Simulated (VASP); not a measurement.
# Hf (Pm-3m) in VASP: notebook, part 2 of 2

VASP 6.6.1. Earlier steps stand in the parts before.

### Step 4. Single point, PBE

This run uses another cell than the first one, of 24.82 Å³/atom, 0.955 times its volume.

File INCAR:

```
SYSTEM = Hf
ALGO = Normal
EDIFF = 1E-6
ENCUT = 520
GGA = PE
ISIF = 2
ISMEAR = 0
LASPH = .True.
LCHARG = .True.
LELF = .True.
LREAL = .False.
LVHAR = .True.
LWAVE = .False.
NBANDS = 22
NELM = 100
PREC = Accurate
SIGMA = 0.1
```

File KPOINTS:

```
k-points
0
Gamma
  4 4 4
  0 0 0
```

File POSCAR:

```
Hf
1.0
    4.2070114300      0.0000000000      0.0000000000
    0.0000000000      4.2070114300      0.0000000000
    0.0000000000      0.0000000000      4.2070114300
Hf
3
Direct
    0.5000000000      0.0000000000      0.0000000000
    0.0000000000      0.5000000000      0.0000000000
    0.0000000000      0.0000000000      0.5000000000
```

Potentials or basis: VASP PAW PBE potentials, release 64 (Hf_pv).

Command:

```bash
$ cat potpaw_PBE.64/Hf_pv/POTCAR > POTCAR
$ mpirun -np 1 vasp_std > vasp.out
```

OUTCAR:

```text
SYSTEM = Hf
   EDIFF = 1E-6
   ENCUT = 520
   GGA = PE
   ISIF = 2
   ISMEAR = 0
   LASPH = .True.
   LREAL = .False.
   NELM = 100
   PREC = Accurate

 ion  position               nearest neighbor table
   1  0.500  0.000  0.000-   2 2.97   3 2.97   3 2.97   2 2.97   2 2.97   3 2.97   3 2.97   2 2.97

   2  0.000  0.500  0.000-   1 2.97   3 2.97   3 2.97   1 2.97   3 2.97   3 2.97   1 2.97   1 2.97

   3  0.000  0.000  0.500-   1 2.97   2 2.97   1 2.97   2 2.97   2 2.97   2 2.97   1 2.97   1 2.97

  LATTYP: Found a simple cubic cell.
 ALAT       =     4.2070114300

  Lattice vectors:

 A1 = (   4.2070114300,   0.0000000000,   0.0000000000)
 A2 = (   0.0000000000,   4.2070114300,   0.0000000000)
 A3 = (   0.0000000000,   0.0000000000,   4.2070114300)

Analysis of symmetry for initial positions (statically):
=====================================================================
 Subroutine PRICEL returns:
 Original cell was already a primitive cell.

 Routine SETGRP: Setting up the symmetry group for a
 simple cubic supercell.

 Subroutine GETGRP returns: Found 48 space group operations
 (whereof 48 operations were pure point group operations)
 out of a pool of 48 trial point group operations.

The static configuration has the point symmetry O_h .

Analysis of symmetry for dynamics (positions and initial velocities):
=====================================================================
 Subroutine PRICEL returns:
 Original cell was already a primitive cell.

 Routine SETGRP: Setting up the symmetry group for a
 simple cubic supercell.

 Subroutine GETGRP returns: Found 48 space group operations
 (whereof 48 operations were pure point group operations)
 out of a pool of 48 trial point group operations.

The dynamic configuration has the point symmetry O_h .

 Subroutine INISYM returns: Found 48 space group operations
[... 99 lines left out ...]
   ISMEAR =     0;   SIGMA  =   0.10  broadening in eV -4-tet -1-fermi 0-gaus
   EFERMI_NEDOS =   21; number of points for ismear=-14 and -15
   IALGO  =     38    algorithm
   IMIX   =      4    mixing-type and parameters
     AMIX     =   0.40;   BMIX     =  1.00
     AMIX_MAG =   1.60;   BMIX_MAG =  1.00
  volume/ion in A,a.u.               =      24.82       167.49
  Fermi-wavevector in a.u.,A,eV,Ry     =   1.209135  2.284934 19.891828  1.462008
  Thomas-Fermi vector in A             =   2.344722
   LORBIT       =      0    0 simple, 1 ext, 2 COOP (PROOUT), +10 PAW based schemes
   GGA     = PE    functional components
   LHFCALC =     F    Hartree Fock is set to
   AEXX    =    0.0000 exact exchange contribution
   IVDW    =     0    specifies the selected vdW correction
   LEPSILON=     F    determine dielectric tensor
   LRPA    =     F    only Hartree local field effects (RPA)
 non-spin polarized calculation
 Gauss-broadening in eV      SIGMA  =   0.10
  energy-cutoff  :      520.00
  volume of cell :       74.46
 maximum number of plane-waves:      2022
 NGX is ok and might be reduce to    32
   NGX = 15   NGY = 15   NGZ = 15

 number of electron      29.9999992 magnetization

 Free energy of the ion-electron system (eV)
  ---------------------------------------------------
  ext. energy  EPLUGINS =         0.00000000
  ---------------------------------------------------
  free energy    TOTEN  =       -27.13967872 eV

  energy without entropy =      -27.08729205  energy(sigma->0) =      -27.11348538

 E-fermi :   3.7619     XC(G=0): -10.6350

 val. band max:        3.7580020602   @ k =   0.5000   0.2500   0.2500
 cond. band min:       3.7720772180   @ k =   0.2500   0.2500   0.2500
 fundamental gap:      0.0140751578
 Fermi energy:         3.7619083990

 k-point     1 :       0.0000    0.0000    0.0000
  band No.  band energies     occupation
      1     -26.9652      2.00000
      2     -26.9652      2.00000
      3     -26.9652      2.00000
      4     -26.4254      2.00000
      5     -26.4254      2.00000
      6     -26.4254      2.00000
[... 239 lines left out ...]
     21       7.0014      0.00000
     22       7.0014      0.00000

------------------------ aborting loop because EDIFF is reached ----------------------------------------

  FORCE on cell =-STRESS in cart. coord.  units (eV):
  Direction    XX          YY          ZZ          XY          YZ          ZX
  --------------------------------------------------------------------------------------
  -------------------------------------------------------------------------------------
  Total        1.6272149      1.6272149      1.6272149     -0.0000000     -0.0000000     -0.0000000
  in kB       35.0134112     35.0134112     35.0134112     -0.0000000     -0.0000000     -0.0000000
  external PRESSURE =      35.0134112 kB  Pullay stress =       0.0000000 kB

 VOLUME and BASIS-vectors are now :
 -----------------------------------------------------------------------------
  energy-cutoff  :      520.00
  volume of cell :       74.46
      direct lattice vectors                 reciprocal lattice vectors
     4.207011430  0.000000000  0.000000000     0.237698427  0.000000000  0.000000000
     0.000000000  4.207011430  0.000000000     0.000000000  0.237698427  0.000000000
     0.000000000  0.000000000  4.207011430     0.000000000  0.000000000  0.237698427

 POSITION                                       TOTAL-FORCE (eV/Angst)
 -----------------------------------------------------------------------------------
      2.10351      0.00000      0.00000         0.000000      0.000000      0.000000
      0.00000      2.10351      0.00000         0.000000      0.000000      0.000000
      0.00000      0.00000      2.10351         0.000000      0.000000      0.000000
 -----------------------------------------------------------------------------------
    total drift:                                0.000000      0.000000     -0.000000

  FREE ENERGIE OF THE ION-ELECTRON SYSTEM (eV)
  ---------------------------------------------------
  free  energy   TOTEN  =       -27.1396787199 eV

  energy  without entropy=      -27.0872920479  energy(sigma->0) =      -27.11348538
```

stdout:

```text
POSCAR found type information on POSCAR Hf
 POSCAR found :  1 types and       3 ions
 scaLAPACK will be used
 LDA part: xc-table for (Slater+PW92), standard interpolation
 POSCAR, INCAR and KPOINTS ok, starting setup
 FFT: planning ... GRIDC
 FFT: planning ... GRID_SOFT
 FFT: planning ... GRID
 WAVECAR not read
 entering main loop
```

Wall time 14 s (1 thread of Intel Xeon Platinum 8259CL at 2.50GHz (Skylake/Cascade Lake), shared host); peak memory 0.17 GiB.

What came out:

| Property | Result |
| --- | --- |
| Free energy | -27.1397 eV |
| Pressure | 3.5 GPa |
| Band gap on the k mesh | zero (band 15 reaches 5.04 eV, above the bottom of band 16 at 2.29 eV) |

Levels at points of the mesh, in eV from the Fermi level:
```
           k point  band 12  band 13  band 14  band 15  band 16  band 17  band 18  band 19
(0.00, 0.00, 0.00)    -1.84    -1.84    -1.48    -1.48    -1.48     3.76     3.76     3.76
(0.50, 0.00, 0.00)    -1.98    -0.97    -0.05    -0.05     0.30     1.15     1.15     2.01
(0.50, 0.50, 0.00)    -1.75    -1.13    -0.16    -0.03     0.11     0.11     1.38     1.38
(0.50, 0.50, 0.50)    -2.87    -2.60     1.28     1.28     1.28     1.60     1.98     1.98
```

Caveat: the k points lie up to 0.37 Å⁻¹ apart; spin-orbit coupling is left out, which moves the levels of the heavy elements.

### Step 5. Single point, PBE

This run uses another cell than the first one, of 26.11 Å³/atom, 1.005 times its volume.

INCAR, as its differences from that of step 4:

```diff
@@ -8,6 +8,4 @@
 LASPH = .True.
-LCHARG = .True.
-LELF = .True.
+LCHARG = .False.
 LREAL = .False.
-LVHAR = .True.
 LWAVE = .False.
```

KPOINTS is that of step 4.

File POSCAR:

```
Hf
1.0
    4.2785666407      0.0000000000      0.0000000000
    0.0000000000      4.2785666407      0.0000000000
    0.0000000000      0.0000000000      4.2785666407
Hf
3
Direct
    0.5000000000      0.0000000000      0.0000000000
    0.0000000000      0.5000000000      0.0000000000
    0.0000000000      0.0000000000      0.5000000000
```

Command:

```bash
$ cat potpaw_PBE.64/Hf_pv/POTCAR > POTCAR
$ mpirun -np 1 vasp_std > vasp.out
```

Run time: 13 s. Hardware: 1 thread of Intel Xeon Platinum 8259CL at 2.50GHz (Skylake/Cascade Lake), shared host; peak memory 0.17 GiB.

It converged, with:

```yaml
Free_energy: -27.1771 eV
Pressure: -0.3 GPa
Band_gap_on_the_k_mesh: zero (band 15 reaches 4.71 eV, above the bottom of band 16 at 2.12 eV)
```

Levels at points of the mesh, in eV from the Fermi level:
```csv
k point,band 12,band 13,band 14,band 15,band 16,band 17,band 18,band 19
"(0.00, 0.00, 0.00)",-1.74,-1.74,-1.34,-1.34,-1.34,3.59,3.59,3.59
"(0.50, 0.00, 0.00)",-1.82,-0.86,-0.03,-0.03,0.28,1.06,1.06,1.92
"(0.50, 0.50, 0.00)",-1.82,-1.09,-0.17,0.04,0.14,0.14,1.31,1.31
"(0.50, 0.50, 0.50)",-2.79,-2.40,1.24,1.24,1.24,1.36,1.79,1.79
```

Caveat: the k points lie up to 0.37 Å⁻¹ apart; spin-orbit coupling is left out, which moves the levels of the heavy elements.

### Step 6. Relaxation of cell and atoms, PBE

This run uses another cell than the first one, of 24.82 Å³/atom, 0.955 times its volume.

File INCAR:

```
PREC = Accurate
ENCUT = 600
EDIFF = 1E-6
ISMEAR = 0
SIGMA = 0.1
LREAL = False
LASPH = True
NELM = 100
ALGO = Normal
ISIF = 3
LWAVE = False
LCHARG = False
GGA = PE
IBRION = 2
NSW = 90
EDIFFG = -0.04
```

File KPOINTS:

```
regular mesh
0
Gamma
  4 4 4
```

File POSCAR:

```
Hf
1.0
    4.2070114300      0.0000000000      0.0000000000
    0.0000000000      4.2070114300      0.0000000000
    0.0000000000      0.0000000000      4.2070114300
Hf
3
Direct
    0.5000000000      0.0000000000      0.0000000000
    0.0000000000      0.5000000000      0.0000000000
    0.0000000000      0.0000000000      0.5000000000
```

Potentials or basis: VASP PAW PBE potentials, release 64 (Hf_pv).

Command:

```bash
$ cat potpaw_PBE.64/Hf_pv/POTCAR > POTCAR
$ mpirun -np 1 vasp_std > vasp.out
```

It took 39 s on 1 thread of Intel Xeon Platinum 8259CL at 2.50GHz (Skylake/Cascade Lake), shared host; peak memory 0.21 GiB.

It converged, with:

```yaml
Free_energy: -27.1774 eV
Relaxed_volume: 25.99 Å³/atom
Relaxed_cell: a = 4.272 Å, b = 4.272 Å, c = 4.272 Å, α = 90.00°, β = 90.00°, γ = 90.00°
Space_group_after_relaxing_to_0.05_Å: Pm-3m (No. 221)
Energy_gained_by_relaxing: 12.4 meV/atom
Ionic_steps: 3
Pressure_after_relaxing: 0.0 GPa
Band_gap_on_the_k_mesh: zero (band 15 reaches 4.74 eV, above the bottom of band 16 at 2.14 eV)
```

Step by step:
| step | energy change (eV) | largest force (eV/Å) | pressure (GPa) | volume (Å³) |
| --- | --- | --- | --- | --- |
| 1 | 0.0000 | 0.0000 | 3.51 | 74.46 |
| 2 | -0.0201 | 0.0000 | -2.18 | 80.47 |
| 3 | -0.0373 | 0.0000 | 0.00 | 77.98 |

Final structure:
```cif
data_structure
_symmetry_space_group_name_H-M 'P 1'
_symmetry_Int_Tables_number 1
_cell_length_a 4.2723
_cell_length_b 4.2723
_cell_length_c 4.2723
_cell_angle_alpha 90.000
_cell_angle_beta 90.000
_cell_angle_gamma 90.000
_cell_volume 77.98
loop_
_atom_site_label
_atom_site_type_symbol
_atom_site_fract_x
_atom_site_fract_y
_atom_site_fract_z
_atom_site_occupancy
Hf1 Hf 0.50000 0.00000 0.00000 1
Hf2 Hf 0.00000 0.50000 0.00000 1
Hf3 Hf 0.00000 0.00000 0.50000 1
```

Levels at points of the mesh, in eV from the Fermi level:
```
           k point  band 13  band 14  band 15  band 16  band 17  band 18
(0.00, 0.00, 0.00)    -1.75    -1.36    -1.36    -1.36     3.61     3.61
(0.50, 0.00, 0.00)    -0.87    -0.04    -0.04     0.28     1.07     1.07
(0.50, 0.50, 0.00)    -1.09    -0.17     0.03     0.14     0.14     1.32
(0.50, 0.50, 0.50)    -2.42     1.25     1.25     1.25     1.38     1.81
```

Caveat: the k points lie up to 0.37 Å⁻¹ apart in the final cell; spin-orbit coupling is left out, which moves the levels of the heavy elements.

### Step 7. Summary

| task | cell | k mesh | cutoff (eV) | gap on the mesh (eV) | pressure (GPa) | relaxed volume (Å³/atom) |
| --- | --- | --- | --- | --- | --- | --- |
| single point | a = 4.272 Å, 3 atoms | 12 × 12 × 12 | 520 | none | -0.3 | - |
| relaxation of cell and atoms | relaxed from a = 4.279 Å, 3 atoms | 12 × 12 × 12 | 600 | none | 0.0 | 25.89 |
| single point | a = 4.207 Å, 3 atoms | 4 × 4 × 4 | 520 | none | 3.5 | - |
| single point | a = 4.279 Å, 3 atoms | 4 × 4 × 4 | 520 | none | -0.3 | - |
| relaxation of cell and atoms | relaxed from a = 4.207 Å, 3 atoms | 4 × 4 × 4 | 600 | none | 0.0 | 25.99 |

Alike in all rows: level PBE; potentials or basis VASP PAW PBE potentials, release 64 (Hf_pv); no spin polarisation; smearing gaussian 0.1 eV.

Caveats: some runs use coarse meshes; spin-orbit coupling is left out, which moves the levels of the heavy elements.

Absolute energies hang on the potentials; compare differences alone.
